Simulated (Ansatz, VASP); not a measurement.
**RbAs2: VASP beside Ansatz**

```
CELL_PARAMETERS angstrom
2.06665 1.19318 6.21772
-2.06665 1.19318 6.21772
0.00000 -2.38636 6.21772
ATOMIC_POSITIONS crystal
Rb 0.00000 0.00000 0.00000
As 0.80714 0.80714 0.80714
As 0.19286 0.19286 0.19286
```

Alike in both runs: functional PBE; dispersion D3(BJ); k mesh 15 × 15 × 15; occupations gaussian, width 0.1 eV; no spin polarisation.

Ansatz relaxed the structure, and its values are those at the end. VASP's run is a single point on that final structure, the one shown.

```csv
,VASP,Ansatz
version,VASP 6.6.1,Ansatz 0.2.0
potentials or method,"VASP PAW PBE potentials, release 64 (Rb_sv, As), cutoff 520 eV","scalar-relativistic, plane waves, PAW"
valence electrons in the cell,19,39
```

```csv
,VASP,Ansatz,Ansatz less VASP
gap on the k mesh at the Fermi level (eV),none,none,-
pressure (GPa),0.1,0.0,-0.12
rms of the force components (eV/Å),0.011,0.000,-0.0112
```

A gap of «none» marks a metal or a gap that the smearing closes. VASP's potentials hold 19 valence electrons a cell and Ansatz's 39, so a difference there can come from the potentials and not from the codes.
